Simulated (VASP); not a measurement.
# BiTe in VASP: notebook, part 2 of 2

VASP 6.6.1.

## 3. Single point, PBE

The input, INCAR:

```
SYSTEM = BiTe
  ALGO = Normal
  EDIFF = 1E-7
  ENCUT = 520
  GGA = PE
  ISIF = 2
  ISMEAR = 0
  LASPH = .TRUE.
  LCHARG = .FALSE.
  LREAL = .FALSE.
  LWAVE = .FALSE.
  NBANDS = 18
  NELM = 100
  PREC = Accurate
  SIGMA = 0.05
```

The input, KPOINTS:

```
k-points
0
G
  10 10 10
  0 0 0
```

The input, POSCAR:

```
BiTe
1.0
    3.9133058495      0.0391330585      0.0000000000
    0.0391330585      3.9133058495      0.0000000000
    0.0000000000      0.0000000000      3.9133058495
Bi Te
1 1
Direct
    0.0000000000      0.0000000000      0.0000000000
    0.5000000000      0.5000000000      0.5000000000
```

Potentials or basis: VASP PAW PBE potentials, release 64 (Bi_d, Te).

On the command line:

```sh
cat potpaw_PBE.64/Bi_d/POTCAR potpaw_PBE.64/Te/POTCAR > POTCAR
mpirun -np 1 vasp_std > vasp.out
```

OUTCAR:

```text
SYSTEM = BiTe
   EDIFF = 1E-7
   ENCUT = 520
   GGA = PE
   ISIF = 2
   ISMEAR = 0
   LASPH = .TRUE.
   LREAL = .FALSE.
   NELM = 100
   PREC = Accurate

 ion  position               nearest neighbor table
   1  0.000  0.000  0.000-   2 3.37   2 3.37   2 3.37   2 3.37   2 3.41   2 3.41   2 3.41   2 3.41

   2  0.500  0.500  0.500-   1 3.37   1 3.37   1 3.37   1 3.37   1 3.41   1 3.41   1 3.41   1 3.41

  LATTYP: Found a base centered orthorhombic cell.
 ALAT       =     5.4789077040
 B/A-ratio  =     1.0202020202
 C/A-ratio  =     0.7142492739

  Lattice vectors:

 A1 = (  -0.0391330585,  -3.9133058495,   0.0000000000)
 A2 = (   3.9133058495,   0.0391330585,   0.0000000000)
 A3 = (   0.0000000000,   0.0000000000,   3.9133058495)

Analysis of symmetry for initial positions (statically):
=====================================================================
 Subroutine PRICEL returns:
 Original cell was already a primitive cell.

 Routine SETGRP: Setting up the symmetry group for a
 base centered orthorhombic supercell.

 Subroutine GETGRP returns: Found  8 space group operations
[... 163 lines left out ...]

  energy without entropy =       -6.93534157  energy(sigma->0) =       -6.93585181

 E-fermi :   8.0003     XC(G=0): -10.1510

 val. band max:        7.9965214476   @ k =  -0.3000   0.3000   0.3000
 cond. band min:       8.0055037450   @ k =   0.1000   0.1000   0.5000
 fundamental gap:      0.0089822974
 Fermi energy:         8.0002535608

 k-point     1 :       0.0000    0.0000    0.0000
  band No.  band energies     occupation
      1     -15.4544      2.00000
      2     -15.4538      2.00000
      3     -15.4055      2.00000
      4     -15.4038      2.00000
      5     -15.4029      2.00000
      6      -5.8193      2.00000
[... 481 lines left out ...]
      5     -15.4000      2.00000
      6      -3.8207      2.00000
[... 10 lines left out ...]
     17      16.4412      0.00000
     18      17.1279      0.00000

 [... further k-points ...]

------------------------ aborting loop because EDIFF is reached ----------------------------------------

  FORCE on cell =-STRESS in cart. coord.  units (eV):
  Direction    XX          YY          ZZ          XY          YZ          ZX
  --------------------------------------------------------------------------------------
  -------------------------------------------------------------------------------------
  Total       -0.0049302     -0.0049302     -0.0225872     -0.0634158      0.0000000      0.0000000
  in kB       -0.1318218     -0.1318218     -0.6039285     -1.6955879      0.0000000      0.0000000
  external PRESSURE =      -0.2891907 kB  Pullay stress =       0.0000000 kB

 VOLUME and BASIS-vectors are now :
 -----------------------------------------------------------------------------
  energy-cutoff  :      520.00
  volume of cell :       59.92
      direct lattice vectors                 reciprocal lattice vectors
     3.913305849  0.039133058  0.000000000     0.255563978 -0.002555640  0.000000000
     0.039133058  3.913305849  0.000000000    -0.002555640  0.255563978  0.000000000
     0.000000000  0.000000000  3.913305849     0.000000000  0.000000000  0.255538422

 POSITION                                       TOTAL-FORCE (eV/Angst)
 -----------------------------------------------------------------------------------
      0.00000      0.00000      0.00000         0.000000      0.000000      0.000000
      1.97622      1.97622      1.95665        -0.000000      0.000000      0.000000
 -----------------------------------------------------------------------------------
    total drift:                               -0.000000     -0.000000     -0.000000

  FREE ENERGIE OF THE ION-ELECTRON SYSTEM (eV)
  ---------------------------------------------------
  free  energy   TOTEN  =        -6.9363620403 eV

  energy  without entropy=       -6.9353415700  energy(sigma->0) =       -6.93585181
```

It took 4.7 min on 1 thread of AMD EPYC 7R13, shared host; peak memory 0.29 GiB.

What came out:

```
Free energy            : -6.9364 eV
Pressure               : 0.0 GPa
Band gap on the k mesh : zero (an odd number of electrons rules out a gap without spin polarisation)
```

Stress tensor (GPa, compression positive):
```
-0.01 -0.17  0.00
-0.17 -0.01  0.00
 0.00  0.00 -0.06
```

Levels at points of the mesh, in eV from the Fermi level:
```csv
k point,band 8,band 9,band 10,band 11,band 12,band 13
"(0.00, 0.00, 0.00)",-2.71,-2.61,-2.51,3.07,3.07,3.81
"(0.50, 0.00, 0.00)",-1.92,-1.17,-0.76,-0.75,0.61,0.61
"(0.50, 0.50, 0.00)",-5.66,-5.62,-0.28,1.62,2.52,2.64
"(0.00, 0.00, 0.50)",-1.91,-1.17,-0.81,-0.70,0.53,0.68
"(0.50, 0.00, 0.50)",-5.64,-5.64,-0.28,1.59,2.59,2.61
"(0.50, 0.50, 0.50)",-3.36,-3.33,-3.31,-2.70,-2.67,-2.63
```

Caveat: spin-orbit coupling is left out, which moves the levels of the heavy elements.

## 4. Single point, PBE

This run uses another cell than the first one, of 29.66 Å³/atom.

The input, INCAR:

```
PREC = Accurate ; ENCUT = 520
EDIFF = 1E-6 ; ISMEAR = 0
SIGMA = 0.05 ; LREAL = False
LASPH = True ; NELM = 100
ALGO = Normal ; ISIF = 2
LWAVE = False ; LCHARG = False
GGA = PE ; NBANDS = 18
```

The input, KPOINTS:

```
Automatic mesh
0
Gamma
  10 10 10
```

The input, POSCAR:

```
BiTe
1.0
    3.9133058495      0.0000000000      0.0000000000
    0.0000000000      3.9133058495      0.0000000000
    0.0000000000      0.0000000000      3.8741727910
Bi Te
1 1
Direct
    0.0000000000      0.0000000000      0.0000000000
    0.5000000000      0.5000000000      0.5000000000
```

Potentials or basis: VASP PAW PBE potentials, release 64 (Bi_d, Te).

On the command line:

```sh
cat potpaw_PBE.64/Bi_d/POTCAR potpaw_PBE.64/Te/POTCAR > POTCAR
mpirun -np 1 vasp_std > vasp.out
```

OUTCAR:

```text
PREC = Accurate
   ENCUT = 520
   EDIFF = 1E-6
   ISMEAR = 0
   LREAL = False
   LASPH = True
   NELM = 100
   ISIF = 2
   GGA = PE

 ion  position               nearest neighbor table
   1  0.000  0.000  0.000-   2 3.38   2 3.38   2 3.38   2 3.38   2 3.38   2 3.38   2 3.38   2 3.38

   2  0.500  0.500  0.500-   1 3.38   1 3.38   1 3.38   1 3.38   1 3.38   1 3.38   1 3.38   1 3.38

  LATTYP: Found a simple tetragonal cell.
 ALAT       =     3.9133058495
 C/A-ratio  =     0.9900000000

  Lattice vectors:

 A1 = (   3.9133058495,   0.0000000000,   0.0000000000)
 A2 = (   0.0000000000,   3.9133058495,   0.0000000000)
 A3 = (   0.0000000000,   0.0000000000,   3.8741727910)

Analysis of symmetry for initial positions (statically):
=====================================================================
 Subroutine PRICEL returns:
 Original cell was already a primitive cell.

 Routine SETGRP: Setting up the symmetry group for a
 simple tetragonal supercell.

 Subroutine GETGRP returns: Found 16 space group operations
 (whereof 16 operations were pure point group operations)
 out of a pool of 16 trial point group operations.

The static configuration has the point symmetry D_4h.

Analysis of symmetry for dynamics (positions and initial velocities):
=====================================================================
 Subroutine PRICEL returns:
 Original cell was already a primitive cell.

 Routine SETGRP: Setting up the symmetry group for a
 simple tetragonal supercell.

 Subroutine GETGRP returns: Found 16 space group operations
 (whereof 16 operations were pure point group operations)
 out of a pool of 16 trial point group operations.

The dynamic configuration has the point symmetry D_4h.

 Subroutine INISYM returns: Found 16 space group operations
 (whereof 16 operations are pure point group operations),
 and found     1 'primitive' translations

----------------------------------------------------------------------------------------

                                     Primitive cell

  volume of cell :      59.3289

  direct lattice vectors                    reciprocal lattice vectors
     3.913305849  0.000000000  0.000000000     0.255538422  0.000000000  0.000000000
     0.000000000  3.913305849  0.000000000     0.000000000  0.255538422  0.000000000
     0.000000000  0.000000000  3.874172791     0.000000000  0.000000000  0.258119618

  length of vectors
     3.913305849  3.913305849  3.874172791     0.255538422  0.255538422  0.258119618

  position of ions in fractional coordinates (direct lattice)
     0.000000000  0.000000000  0.000000000
     0.500000000  0.500000000  0.500000000

  ion indices of the primitive-cell ions
   primitive index   ion index
                 1           1
                 2           2

----------------------------------------------------------------------------------------

 KPOINTS: Automatic mesh

Automatic generation of k-mesh.
 Grid dimensions read from file:
 generate k-points for:   10   10   10

 Generating k-lattice:

  Cartesian coordinates                     Fractional coordinates (reciprocal lattice)
     0.025553842  0.000000000  0.000000000     0.100000000  0.000000000  0.000000000
     0.000000000  0.025553842  0.000000000     0.000000000  0.100000000  0.000000000
     0.000000000  0.000000000  0.025811962     0.000000000  0.000000000  0.100000000

  Length of vectors
     0.025553842  0.025553842  0.025811962

  Shift w.r.t. Gamma in fractional coordinates (k-lattice)
     0.000000000  0.000000000  0.000000000

 Subroutine IBZKPT returns following result:
 ===========================================

 Found    126 irreducible k-points:

 Following reciprocal coordinates:
            Coordinates               Weight
  0.000000  0.000000  0.000000      1.000000
  0.100000  0.000000  0.000000      4.000000
  0.200000  0.000000  0.000000      4.000000
  0.300000  0.000000  0.000000      4.000000
  0.400000  0.000000  0.000000      4.000000
  0.500000  0.000000  0.000000      2.000000
[... 16 lines left out ...]
  0.100000  0.000000  0.100000      8.000000
  0.200000  0.000000  0.100000      8.000000
 [... further k-points ...]
   k-points           NKPTS =    126   k-points in BZ     NKDIM =    126   number of bands    NBANDS=     18
   number of dos      NEDOS =    301   number of ions     NIONS =      2
   total plane-waves  NPLWV =  27000
   dimension x,y,z NGX =    30 NGY =   30 NGZ =   30
   dimension x,y,z NGXF=    60 NGYF=   60 NGZF=   60
   ions per type =               1   1
   NGX,Y,Z   is equivalent  to a cutoff of  12.74, 12.74, 12.87 a.u.
   NGXF,Y,Z  is equivalent  to a cutoff of  25.49, 25.49, 25.75 a.u.
 SYSTEM =  unknown system
   PREC   = accura    normal or accurate (medium, high low for compatibility)
   ISTART =      0    job   : 0-new  1-cont  2-samecut
   ICHARG =      2    charge: 1-file 2-atom 10-const
   ISPIN  =      1    spin polarized calculation?
   LNONCOLLINEAR =      F non collinear calculations
   LSORBIT =      F    spin-orbit coupling
   LASPH  =      T    aspherical Exc in radial PAW
   ENCUT  =  520.0 eV  38.22 Ry    6.18 a.u.   7.28  7.28  7.20*2*pi/ulx,y,z
   NELM   =    100;   NELMIN=  2; NELMDL= -5     # of ELM steps
   EDIFF  = 0.1E-05   stopping-criterion for ELM
   LREAL  =      F    real-space projection
[... 7 lines left out ...]
   TEBEG  =    0.0;   TEEND  =   0.0 temperature during run
   PSTRESS=    0.0 pullay stress
   NELECT =      21.0000    total number of electrons
   NUPDOWN=      -1.0000    fix difference up-down
   EMIN   =  10.00;   EMAX   =-10.00  energy-range for DOS
   EFERMI =   0.00;   METHOD = LEGACY
   ISMEAR =     0;   SIGMA  =   0.05  broadening in eV -4-tet -1-fermi 0-gaus
   EFERMI_NEDOS =   21; number of points for ismear=-14 and -15
   IALGO  =     38    algorithm
   IMIX   =      4    mixing-type and parameters
     AMIX     =   0.40;   BMIX     =  1.00
     AMIX_MAG =   1.60;   BMIX_MAG =  1.00
  volume/ion in A,a.u.               =      29.66       200.19
  Fermi-wavevector in a.u.,A,eV,Ry     =   1.158046  2.188389 18.246366  1.341070
  Thomas-Fermi vector in A             =   2.294652
   LORBIT       =      0    0 simple, 1 ext, 2 COOP (PROOUT), +10 PAW based schemes
   GGA     = PE    functional components
   LHFCALC =     F    Hartree Fock is set to
   AEXX    =    0.0000 exact exchange contribution
   IVDW    =     0    specifies the selected vdW correction
   LEPSILON=     F    determine dielectric tensor
   LRPA    =     F    only Hartree local field effects (RPA)
 non-spin polarized calculation
 Gauss-broadening in eV      SIGMA  =   0.05
  energy-cutoff  :      520.00
  volume of cell :       59.33
 maximum number of plane-waves:      1628
 NGX is ok and might be reduce to    30
   NGX = 15   NGY = 15   NGZ = 15

 number of electron      20.9999988 magnetization

 Free energy of the ion-electron system (eV)
  ---------------------------------------------------
  ext. energy  EPLUGINS =         0.00000000
  ---------------------------------------------------
  free energy    TOTEN  =        -6.93488058 eV

  energy without entropy =       -6.93403483  energy(sigma->0) =       -6.93445771

 E-fermi :   8.1205     XC(G=0): -10.1977

 val. band max:        8.1112788884   @ k =   0.5000   0.4000   0.3000
 cond. band min:       8.1631334949   @ k =   0.1000   0.1000   0.5000
 fundamental gap:      0.0518546065
 Fermi energy:         8.1204547621

 k-point     1 :       0.0000    0.0000    0.0000
  band No.  band energies     occupation
      1     -15.3325      2.00000
      2     -15.3314      2.00000
      3     -15.2815      2.00000
      4     -15.2794      2.00000
      5     -15.2794      2.00000
      6      -5.7618      2.00000
[... 10 lines left out ...]
     17      18.4463      0.00000
     18      18.6130      0.00000

 k-point     2 :       0.1000    0.0000    0.0000
  band No.  band energies     occupation
      1     -15.3321      2.00000
      2     -15.3275      2.00000
      3     -15.2829      2.00000
      4     -15.2808      2.00000
      5     -15.2794      2.00000
      6      -5.6709      2.00000
[... 10 lines left out ...]
     17      18.0139      0.00000
     18      18.0704      0.00000
[... 442 lines left out ...]
 k-point    24 :       0.2000    0.0000    0.1000
  band No.  band energies     occupation
      1     -15.3283      2.00000
      2     -15.3149      2.00000
      3     -15.2862      2.00000
      4     -15.2859      2.00000
      5     -15.2806      2.00000
      6      -5.3092      2.00000
[... 10 lines left out ...]
     17      17.0006      0.00000
     18      17.7355      0.00000

 [... further k-points ...]

------------------------ aborting loop because EDIFF is reached ----------------------------------------

  FORCE on cell =-STRESS in cart. coord.  units (eV):
  Direction    XX          YY          ZZ          XY          YZ          ZX
  --------------------------------------------------------------------------------------
  -------------------------------------------------------------------------------------
  Total        0.1387466      0.1387466      0.4453744      0.0000000      0.0000000     -0.0000000
  in kB        3.7468492      3.7468492     12.0273316      0.0000000      0.0000000     -0.0000000
  external PRESSURE =       6.5070100 kB  Pullay stress =       0.0000000 kB

 VOLUME and BASIS-vectors are now :
 -----------------------------------------------------------------------------
  energy-cutoff  :      520.00
  volume of cell :       59.33
      direct lattice vectors                 reciprocal lattice vectors
     3.913305849  0.000000000  0.000000000     0.255538422  0.000000000  0.000000000
     0.000000000  3.913305849  0.000000000     0.000000000  0.255538422  0.000000000
     0.000000000  0.000000000  3.874172791     0.000000000  0.000000000  0.258119618

 POSITION                                       TOTAL-FORCE (eV/Angst)
 -----------------------------------------------------------------------------------
      0.00000      0.00000      0.00000         0.000000      0.000000      0.000000
      1.95665      1.95665      1.93709         0.000000      0.000000      0.000000
 -----------------------------------------------------------------------------------
    total drift:                               -0.000000     -0.000000     -0.000000

  FREE ENERGIE OF THE ION-ELECTRON SYSTEM (eV)
  ---------------------------------------------------
  free  energy   TOTEN  =        -6.9348805788 eV

  energy  without entropy=       -6.9340348317  energy(sigma->0) =       -6.93445771
```

It took 2.8 min on 1 thread of AMD EPYC 7R13, shared host; peak memory 0.24 GiB.

What came out:

* Free energy: -6.9349 eV
* Pressure: 0.7 GPa
* Band gap on the k mesh: zero (an odd number of electrons rules out a gap without spin polarisation)

Caveat: spin-orbit coupling is left out, which moves the levels of the heavy elements.

## 5. The runs side by side

```tsv
level	cell	gap on the mesh (eV)	pressure (GPa)
r2SCAN	a = 3.913 Å, 2 atoms	none	-0.4
PBE	a = 3.914 Å, angles 90.0, 90.0, 88.9°, 2 atoms	none	0.0
PBE	a = 3.913, b = 3.913, c = 3.874 Å, 2 atoms	none	0.7
```

Alike in all rows: task single point; potentials or basis VASP PAW PBE potentials, release 64 (Bi_d, Te); no spin polarisation; k mesh 10 × 10 × 10; cutoff (eV) 520; smearing gaussian 0.05 eV.

Caveats: spin-orbit coupling is left out, which moves the levels of the heavy elements; the PAW data sets were made with another functional, which shifts forces and pressure a little (at least some runs).

Absolute energies hang on the potentials; compare differences alone.

The gap in the log of VASP goes by the Fermi energy; the results here count the filled bands.